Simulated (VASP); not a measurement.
# LiNbO3 (R3c) in VASP: further runs

The runs below take LiNbO3 through single point, with PBE, r2SCAN.

Everything below comes from runs of VASP 6.6.1. Logs are shortened: lines on timing, memory, paths and dates and some standing lists are left out, and cuts for length are marked.

### Step 1. The cell of the first run

The structure is trigonal, space group R3c (No. 161). Conventional cell: a = 5.137 Å, b = 5.137 Å, c = 13.885 Å, α = 90.00°, β = 90.00°, γ = 120.00°. Within 2.7 Å of Li (site symmetry 3) lie 6 O at 2.05 to 2.24 Å. Nb (site symmetry 3) has 6 O at 1.88 to 2.14 Å within 2.5 Å. O (site symmetry 1) has 2 Nb at 1.88 to 2.14 Å and 2 Li at 2.05 to 2.24 Å within 2.5 Å.

### Step 2. Single point, PBE

Input file INCAR:

```
ALGO = Normal
EDIFF = 1E-6
ENCUT = 520
GGA = PE
ISIF = 2
ISMEAR = -1
LASPH = True
LCHARG = False
LREAL = False
LWAVE = False
NBANDS = 45
NELM = 80
PREC = Accurate
SIGMA = 0.02
```

Input file KPOINTS:

```
k-points
0
Gamma
  6 6 6
```

Input file POSCAR:

```
LiNbO3
1.0
    2.5686950570      1.4830367827      4.6282789548
   -2.5686950570      1.4830367827      4.6282789548
    0.0000000000     -2.9660735653      4.6282789548
Li Nb O
2 2 6
Direct
    0.2821406543      0.2821406543      0.2821406543
    0.7821406543      0.7821406543      0.7821406543
    0.0001330698      0.0001330698      0.0001330698
    0.5001330698      0.5001330698      0.5001330698
    0.1079391202      0.3619922078      0.7196099480
    0.7196099480      0.1079391202      0.3619922078
    0.3619922078      0.7196099480      0.1079391202
    0.2196099480      0.8619922078      0.6079391202
    0.8619922078      0.6079391202      0.2196099480
    0.6079391202      0.2196099480      0.8619922078
```

Potentials or basis: VASP PAW PBE potentials, release 64 (Li_sv, Nb_sv, O).

Run with:

```bash
> cat potpaw_PBE.64/Li_sv/POTCAR potpaw_PBE.64/Nb_sv/POTCAR potpaw_PBE.64/O/POTCAR > POTCAR
> mpirun -np 1 vasp_std > vasp.out
```

OUTCAR:

```text
EDIFF = 1E-6
   ENCUT = 520
   GGA = PE
   ISIF = 2
   ISMEAR = -1
   LASPH = True
   LREAL = False
   NELM = 80
   PREC = Accurate

 ion  position               nearest neighbor table
   1  0.282  0.282  0.282-   9 2.05  10 2.05   8 2.05   6 2.24   5 2.24   7 2.24
   2  0.782  0.782  0.782-   5 2.05   6 2.05   7 2.05  10 2.24   9 2.24   8 2.24
   3  0.000  0.000  0.000-   7 1.88   6 1.88   5 1.88  10 2.14   8 2.14   9 2.14
   4  0.500  0.500  0.500-   8 1.88  10 1.88   9 1.88   6 2.14   7 2.14   5 2.14
   5  0.108  0.362  0.720-   3 1.88   2 2.05   4 2.14   1 2.24
   6  0.720  0.108  0.362-   3 1.88   2 2.05   4 2.14   1 2.24
   7  0.362  0.720  0.108-   3 1.88   2 2.05   4 2.14   1 2.24
   8  0.220  0.862  0.608-   4 1.88   1 2.05   3 2.14   2 2.24
   9  0.862  0.608  0.220-   4 1.88   1 2.05   3 2.14   2 2.24
  10  0.608  0.220  0.862-   4 1.88   1 2.05   3 2.14   2 2.24

  LATTYP: Found a trigonal (rhomboedric) cell.
 ALAT       =     5.4971409367
 COS(alpha) =     0.5633018497

  Lattice vectors:

 A1 = (   2.5686950570,   1.4830367827,   4.6282789548)
 A2 = (  -2.5686950570,   1.4830367827,   4.6282789548)
 A3 = (   0.0000000000,  -2.9660735653,   4.6282789548)

Analysis of symmetry for initial positions (statically):
=====================================================================
 Subroutine PRICEL returns:
 Original cell was already a primitive cell.

 Routine SETGRP: Setting up the symmetry group for a
 trigonal (rhombohedral) supercell.

 Subroutine GETGRP returns: Found  6 space group operations
 (whereof  3 operations were pure point group operations)
 out of a pool of 12 trial point group operations.

The static configuration has the point symmetry C_3 .
 The point group associated with its full space group is C_3v.

Analysis of symmetry for dynamics (positions and initial velocities):
=====================================================================
 Subroutine PRICEL returns:
 Original cell was already a primitive cell.

 Routine SETGRP: Setting up the symmetry group for a
 trigonal (rhombohedral) supercell.

 Subroutine GETGRP returns: Found  6 space group operations
 (whereof  3 operations were pure point group operations)
 out of a pool of 12 trial point group operations.

The dynamic configuration has the point symmetry C_3 .
 The point group associated with its full space group is C_3v.

 Subroutine INISYM returns: Found  6 space group operations
 (whereof  3 operations are pure point group operations),
 and found     1 'primitive' translations

----------------------------------------------------------------------------------------

                                     Primitive cell

  volume of cell :     105.7877

  direct lattice vectors                    reciprocal lattice vectors
     2.568695057  1.483036783  4.628278955     0.194651365  0.112382018  0.072021012
    -2.568695057  1.483036783  4.628278955    -0.194651365  0.112382018  0.072021012
     0.000000000 -2.966073565  4.628278955     0.000000000 -0.224764036  0.072021012

  length of vectors
     5.497140937  5.497140937  5.497140937     0.236020970  0.236020970  0.236020970

  position of ions in fractional coordinates (direct lattice)
     0.282140654  0.282140654  0.282140654
     0.782140654  0.782140654  0.782140654
     0.000133070  0.000133070  0.000133070
     0.500133070  0.500133070  0.500133070
     0.107939120  0.361992208  0.719609948
     0.719609948  0.107939120  0.361992208
     0.361992208  0.719609948  0.107939120
     0.219609948  0.861992208  0.607939120
     0.861992208  0.607939120  0.219609948
     0.607939120  0.219609948  0.861992208

  ion indices of the primitive-cell ions
   primitive index   ion index
                 1           1
                 2           2
                 3           3
                 4           4
                 5           5
                 6           6
                 7           7
                 8           8
                 9           9
                10          10

----------------------------------------------------------------------------------------

 KPOINTS: k-points

Automatic generation of k-mesh.
 Grid dimensions read from file:
 generate k-points for:    6    6    6

 Generating k-lattice:

  Cartesian coordinates                     Fractional coordinates (reciprocal lattice)
     0.032441894  0.018730336  0.012003502     0.166666667  0.000000000  0.000000000
    -0.032441894  0.018730336  0.012003502     0.000000000  0.166666667  0.000000000
     0.000000000 -0.037460673  0.012003502     0.000000000  0.000000000  0.166666667

  Length of vectors
     0.039336828  0.039336828  0.039336828

  Shift w.r.t. Gamma in fractional coordinates (k-lattice)
     0.000000000  0.000000000  0.000000000

 Subroutine IBZKPT returns following result:
 ===========================================

 Found     32 irreducible k-points:

 Following reciprocal coordinates:
            Coordinates               Weight
  0.000000  0.000000  0.000000      1.000000
  0.166667 -0.000000 -0.000000      6.000000
  0.333333 -0.000000  0.000000      6.000000
  0.500000  0.000000  0.000000      3.000000
  0.166667  0.166667 -0.000000      6.000000
  0.333333  0.166667 -0.000000     12.000000
[... 16 lines left out ...]
  0.500000  0.500000  0.166667      6.000000
 -0.333333  0.500000  0.166667     12.000000
 [... further k-points ...]
   k-points           NKPTS =     32   k-points in BZ     NKDIM =     32   number of bands    NBANDS=     45
   number of dos      NEDOS =    301   number of ions     NIONS =     10
   total plane-waves  NPLWV =  74088
   dimension x,y,z NGX =    42 NGY =   42 NGZ =   42
   dimension x,y,z NGXF=    84 NGYF=   84 NGZF=   84
   ions per type =               2   2   6
   NGX,Y,Z   is equivalent  to a cutoff of  12.70, 12.70, 12.70 a.u.
   NGXF,Y,Z  is equivalent  to a cutoff of  25.40, 25.40, 25.40 a.u.
 SYSTEM =  unknown system
   PREC   = accura    normal or accurate (medium, high low for compatibility)
   ISTART =      0    job   : 0-new  1-cont  2-samecut
   ICHARG =      2    charge: 1-file 2-atom 10-const
   ISPIN  =      1    spin polarized calculation?
   LNONCOLLINEAR =      F non collinear calculations
   LSORBIT =      F    spin-orbit coupling
   LASPH  =      T    aspherical Exc in radial PAW
   ENCUT  =  520.0 eV  38.22 Ry    6.18 a.u.  10.22 10.22 10.22*2*pi/ulx,y,z
   NELM   =     80;   NELMIN=  2; NELMDL= -5     # of ELM steps
   EDIFF  = 0.1E-05   stopping-criterion for ELM
   LREAL  =      F    real-space projection
   EDIFFG = 0.1E-04   stopping-criterion for IOM
   NSW    =      0    number of steps for IOM
   IBRION =     -1    ionic relax: 0-MD 1-quasi-New 2-CG
   NFREE  =      0    steps in history (QN), initial steepest desc. (CG)
   ISIF   =      2    stress and relaxation
   ISYM   =      2    0-nonsym 1-usesym 2-fastsym
   POTIM  = 0.5000    time-step for ionic-motion
   TEBEG  =    0.0;   TEEND  =   0.0 temperature during run
   PSTRESS=    0.0 pullay stress
   NELECT =      68.0000    total number of electrons
   NUPDOWN=      -1.0000    fix difference up-down
   EMIN   =  10.00;   EMAX   =-10.00  energy-range for DOS
   EFERMI =   0.00;   METHOD = LEGACY
   ISMEAR =    -1;   SIGMA  =   0.02  broadening in eV -4-tet -1-fermi 0-gaus
   EFERMI_NEDOS =   21; number of points for ismear=-14 and -15
   IALGO  =     38    algorithm
   IMIX   =      4    mixing-type and parameters
     AMIX     =   0.40;   BMIX     =  1.00
     AMIX_MAG =   1.60;   BMIX_MAG =  1.00
  volume/ion in A,a.u.               =      10.58        71.39
  Fermi-wavevector in a.u.,A,eV,Ry     =   1.412861  2.669920 27.159620  1.996176
  Thomas-Fermi vector in A             =   2.534566
   LORBIT       =      0    0 simple, 1 ext, 2 COOP (PROOUT), +10 PAW based schemes
   GGA     = PE    functional components
   LHFCALC =     F    Hartree Fock is set to
   AEXX    =    0.0000 exact exchange contribution
   IVDW    =     0    specifies the selected vdW correction
   LEPSILON=     F    determine dielectric tensor
   LRPA    =     F    only Hartree local field effects (RPA)
 non-spin polarized calculation
  energy-cutoff  :      520.00
  volume of cell :      105.79
 maximum number of plane-waves:      2892
 NGX is ok and might be reduce to    42
   NGX = 21   NGY = 21   NGZ = 21

 number of electron      67.9999997 magnetization

 Free energy of the ion-electron system (eV)
  ---------------------------------------------------
  ext. energy  EPLUGINS =         0.00000000
  ---------------------------------------------------
  free energy    TOTEN  =       -80.00742592 eV

  energy without entropy =      -80.00742592  energy(sigma->0) =      -80.00742592

 E-fermi :   4.1621     XC(G=0): -10.8269

 val. band max:        3.5813954448   @ k =   0.1667   0.1667   0.1667
 cond. band min:       7.1919614404   @ k =   0.5000   0.3333   0.0000
 fundamental gap:      3.6105659957
 Fermi energy:         4.1620905916

 k-point     1 :       0.0000    0.0000    0.0000
  band No.  band energies     occupation
      1     -50.5858      2.00000
      2     -50.5703      2.00000
      3     -38.9508      2.00000
      4     -38.9483      2.00000
      5     -26.8901      2.00000
      6     -26.8901      2.00000
[... 37 lines left out ...]
     44      13.5000      0.00000
     45      13.5817      0.00000

 k-point     2 :       0.1667   -0.0000   -0.0000
  band No.  band energies     occupation
      1     -50.5848      2.00000
      2     -50.5714      2.00000
      3     -38.9507      2.00000
      4     -38.9484      2.00000
      5     -26.8815      2.00000
      6     -26.8801      2.00000
[... 1048 lines left out ...]
 k-point    24 :      -0.3333    0.5000    0.1667
  band No.  band energies     occupation
      1     -50.5793      2.00000
      2     -50.5767      2.00000
      3     -38.9499      2.00000
      4     -38.9494      2.00000
      5     -26.8927      2.00000
      6     -26.8910      2.00000
[... 37 lines left out ...]
     44      13.1300      0.00000
     45      14.2126      0.00000

 [... further k-points ...]

------------------------ aborting loop because EDIFF is reached ----------------------------------------

  FORCE on cell =-STRESS in cart. coord.  units (eV):
  Direction    XX          YY          ZZ          XY          YZ          ZX
  --------------------------------------------------------------------------------------
  -------------------------------------------------------------------------------------
  Total        2.6302965      2.6302965      2.4992512     -0.0000000      0.0000000      0.0000000
  in kB       39.8363960     39.8363960     37.8516877     -0.0000000      0.0000000      0.0000000
  external PRESSURE =      39.1748266 kB  Pullay stress =       0.0000000 kB

 VOLUME and BASIS-vectors are now :
 -----------------------------------------------------------------------------
  energy-cutoff  :      520.00
  volume of cell :      105.79
      direct lattice vectors                 reciprocal lattice vectors
     2.568695057  1.483036783  4.628278955     0.194651365  0.112382018  0.072021012
    -2.568695057  1.483036783  4.628278955    -0.194651365  0.112382018  0.072021012
     0.000000000 -2.966073565  4.628278955     0.000000000 -0.224764036  0.072021012

 POSITION                                       TOTAL-FORCE (eV/Angst)
 -----------------------------------------------------------------------------------
      0.00000      0.00000      3.91748        -0.000000     -0.000000     -0.006927
      0.00000      0.00000     10.85990        -0.000000     -0.000000     -0.006927
      0.00000      0.00000      0.00185        -0.000000     -0.000000     -0.106293
      0.00000      0.00000      6.94427        -0.000000     -0.000000     -0.106293
     -0.65258     -1.43749      5.50553        -0.079431      0.073227      0.037740
      1.57120      0.15359      5.50553        -0.023701     -0.105403      0.037740
     -0.91861      1.28390      5.50553         0.103132      0.032176      0.037740
     -1.65008     -0.19914      7.81967        -0.103132      0.032176      0.037740
      0.65258      1.52858      7.81967         0.079431      0.073227      0.037740
      0.99750     -1.32945      7.81967         0.023701     -0.105403      0.037740
 -----------------------------------------------------------------------------------
    total drift:                                0.000000     -0.000001     -0.000307

  FREE ENERGIE OF THE ION-ELECTRON SYSTEM (eV)
  ---------------------------------------------------
  free  energy   TOTEN  =       -80.0074259167 eV

  energy  without entropy=      -80.0074259167  energy(sigma->0) =      -80.00742592
```

Run time: 3.4 min. Hardware: 1 thread of Intel Xeon Platinum 8259CL at 2.50GHz (Skylake/Cascade Lake), shared host; peak memory 0.32 GiB.

Results:

* Free energy: -80.0074 eV
* Largest force: 0.114 eV/Å
* Band gap on the k mesh: 3.61 eV (least direct gap 3.64 eV)

Forces in eV/Å, atoms in the order of the input:
```
Li   0.000  0.000 -0.007
Li   0.000  0.000 -0.007
Nb   0.000  0.000 -0.106
Nb   0.000  0.000 -0.106
O   -0.079  0.073  0.038
O   -0.024 -0.105  0.038
O    0.103  0.032  0.038
O   -0.103  0.032  0.038
O    0.079  0.073  0.038
O    0.024 -0.105  0.038
```

Caveat: the cutoff is under 1.25 times the usual one of these potentials, so pressure, stress and relaxed cells hold a basis-set (Pulay) error. A k mesh can miss the band edges.

### Step 3. Single point, PBE

This run uses another cell than the first one, of 10.90 Å³/atom.

Input file INCAR:

```
SYSTEM = LiNbO3
ALGO     = Normal         ! electronic algorithm
EDIFF    = 1E-7           ! SCF threshold, eV
ENCUT    = 520            ! plane-wave cutoff, eV
GGA      = PE             ! functional
ISIF     = 2              ! what is computed and relaxed
ISMEAR   = -1             ! smearing method
LASPH    = .TRUE.         ! aspherical terms in the spheres
LCHARG   = .FALSE.        ! write CHGCAR
LREAL    = .FALSE.        ! projectors in reciprocal space
LWAVE    = .FALSE.        ! write WAVECAR
NBANDS   = 45             ! bands
NELM     = 100            ! most SCF steps
PREC     = Accurate       ! precision mode
SIGMA    = 0.02           ! smearing width, eV
```

Input file KPOINTS:

```
k-points
0
G
  6 6 6
  0 0 0
```

Input file POSCAR:

```
LiNbO3
1.0
    2.5947508721      1.4980801145      4.6714923542
   -2.5947508721      1.4980801145      4.6714923542
    0.0000000000     -2.9961602290      4.6714923542
Li Nb O
2 2 6
Direct
    0.2816005399      0.2816005399      0.2816005399
    0.7816005399      0.7816005399      0.7816005399
    0.0004548821      0.0004548821      0.0004548821
    0.5004548821      0.5004548821      0.5004548821
    0.1104435796      0.3581703349      0.7211456635
    0.7211456635      0.1104435796      0.3581703349
    0.3581703349      0.7211456635      0.1104435796
    0.2211456635      0.8581703349      0.6104435796
    0.8581703349      0.6104435796      0.2211456635
    0.6104435796      0.2211456635      0.8581703349
```

Potentials or basis: VASP PAW PBE potentials, release 64 (Li_sv, Nb_sv, O).

Run with:

```bash
> cat potpaw_PBE.64/Li_sv/POTCAR potpaw_PBE.64/Nb_sv/POTCAR potpaw_PBE.64/O/POTCAR > POTCAR
> mpirun -np 1 vasp_std > vasp.out
```

Wall time 3.6 min (1 thread of Intel Xeon Platinum 8259CL at 2.50GHz (Skylake/Cascade Lake), shared host); peak memory 0.32 GiB.

It converged, with:

| Item | Value |
| --- | --- |
| Free energy | -80.0421 eV |
| Largest force | 0.023 eV/Å |
| Band gap on the k mesh | 3.56 eV (least direct gap 3.57 eV) |

Forces on the atoms (eV/Å):
```
Li   0.000  0.000  0.004
Li   0.000  0.000  0.004
Nb   0.000  0.000 -0.023
Nb   0.000  0.000 -0.023
O    0.011  0.000  0.006
O   -0.006  0.010  0.006
O   -0.005 -0.010  0.006
O    0.005 -0.010  0.006
O   -0.011  0.000  0.006
O    0.006  0.010  0.006
```

Levels at points of the mesh, in eV from the valence-band top:
```csv
k point,band 31,band 32,band 33,band 34,band 35,band 36,band 37,band 38
"(0.00, 0.00, 0.00)",-0.70,-0.50,0.00,0.00,3.57,3.57,4.03,5.07
"(0.50, 0.00, 0.00)",-0.30,-0.30,-0.22,-0.22,3.83,3.83,4.63,4.63
"(0.50, 0.50, 0.00)",-0.68,-0.67,-0.50,-0.19,3.65,4.09,4.53,4.58
"(0.50, 0.50, 0.50)",-0.31,-0.31,-0.31,-0.31,4.55,4.55,4.75,4.75
```

Caveat: the cutoff is under 1.25 times the usual one of these potentials, so pressure, stress and relaxed cells hold a basis-set (Pulay) error.

### Step 4. Single point, r2SCAN

Input file POSCAR:

```
LiNbO3
1.0
    2.5686950570      1.4830367827      4.6282789548
   -2.5686950570      1.4830367827      4.6282789548
    0.0000000000     -2.9660735653      4.6282789548
Li Nb O
2 2 6
Direct
    0.2821406543      0.2821406543      0.2821406543
    0.7821406543      0.7821406543      0.7821406543
    0.0001330698      0.0001330698      0.0001330698
    0.5001330698      0.5001330698      0.5001330698
    0.1079391202      0.3619922078      0.7196099480
    0.7196099480      0.1079391202      0.3619922078
    0.3619922078      0.7196099480      0.1079391202
    0.2196099480      0.8619922078      0.6079391202
    0.8619922078      0.6079391202      0.2196099480
    0.6079391202      0.2196099480      0.8619922078
```

Input file INCAR.step1:

```
PREC = Accurate
ENCUT = 520
ISMEAR = -1
SIGMA = 0.02
LREAL = F
LASPH = T
NELM = 60
NBANDS = 45
GGA = PE
ALGO = Normal
EDIFF = 1E-4
LWAVE = T
LCHARG = F
```

Input file INCAR.step2:

```
PREC = Accurate
ENCUT = 520
EDIFF = 1E-6
ISMEAR = -1
SIGMA = 0.02
LREAL = F
LASPH = T
NELM = 60
ALGO = Normal
ISIF = 2
LWAVE = F
LCHARG = F
METAGGA = R2SCAN
LMIXTAU = T
NBANDS = 45
ISTART = 1
```

Input file KPOINTS:

```
regular mesh
0
Gamma
  6 6 6
```

Run with:

```bash
> cat potpaw_PBE.64/Li_sv/POTCAR potpaw_PBE.64/Nb_sv/POTCAR potpaw_PBE.64/O/POTCAR > POTCAR
> cp INCAR.step1 INCAR
> mpirun -np 1 vasp_std > vasp.out
> cp INCAR.step2 INCAR
> mpirun -np 1 vasp_std > vasp.out
```

It took 13 min on 1 thread of Intel Xeon Platinum 8259CL at 2.50GHz (Skylake/Cascade Lake), shared host; peak memory 0.36 GiB.

It converged, with:

```yaml
Free_energy: -118.6459 eV
Largest_force: 0.022 eV/Å
Band_gap_on_the_k_mesh: 4.03 eV (least direct gap 4.06 eV)
```

Forces on the atoms (eV/Å):
```
Li   0.000  0.000 -0.019
Li   0.000  0.000 -0.019
Nb   0.000  0.000 -0.022
Nb   0.000  0.000 -0.022
O   -0.007  0.015  0.014
O   -0.010 -0.013  0.014
O    0.017 -0.002  0.014
O   -0.017 -0.002  0.014
O    0.007  0.015  0.014
O    0.010 -0.013  0.014
```

Levels at points of the mesh, in eV from the valence-band top:
| k point | band 30 | band 31 | band 32 | band 33 | band 34 | band 35 | band 36 | band 37 | band 38 | band 39 |
| --- | --- | --- | --- | --- | --- | --- | --- | --- | --- | --- |
| (0.00, 0.00, 0.00) | -0.72 | -0.66 | -0.51 | -0.01 | -0.01 | 4.05 | 4.05 | 4.51 | 5.58 | 5.58 |
| (0.50, 0.00, 0.00) | -0.45 | -0.29 | -0.29 | -0.20 | -0.20 | 4.30 | 4.30 | 5.16 | 5.16 | 5.40 |
| (0.50, 0.50, 0.00) | -0.97 | -0.68 | -0.67 | -0.48 | -0.20 | 4.13 | 4.57 | 5.03 | 5.06 | 5.69 |
| (0.50, 0.50, 0.50) | -0.64 | -0.31 | -0.31 | -0.31 | -0.31 | 5.09 | 5.09 | 5.28 | 5.28 | 5.28 |

Caveat: the cutoff is under 1.25 times the usual one of these potentials, so pressure, stress and relaxed cells hold a basis-set (Pulay) error; the PAW data sets were made with another functional, which shifts forces and pressure a little.

### Step 5. Overview

```tsv
level	cell	gap on the mesh (eV)	largest force (eV/Å)
PBE	a = 5.497 Å, angles 55.7°, 10 atoms, atomic positions A	3.61	0.11
PBE	a = 5.550 Å, angles 55.7°, 10 atoms, atomic positions B	3.56	0.02
r2SCAN	a = 5.497 Å, angles 55.7°, 10 atoms, atomic positions A	4.03	0.02
```

Alike in all rows: task single point; potentials or basis VASP PAW PBE potentials, release 64 (Li_sv, Nb_sv, O); no spin polarisation; k mesh 6 × 6 × 6; cutoff (eV) 520; smearing fermi-dirac 0.02 eV.

Caveats: the cutoff is under 1.25 times the usual one of these potentials, so pressure, stress and relaxed cells hold a basis-set (Pulay) error; the PAW data sets were made with another functional, which shifts forces and pressure a little (at least some runs).

Total energies depend on the potentials used, so only differences within one code and one set of settings carry meaning.
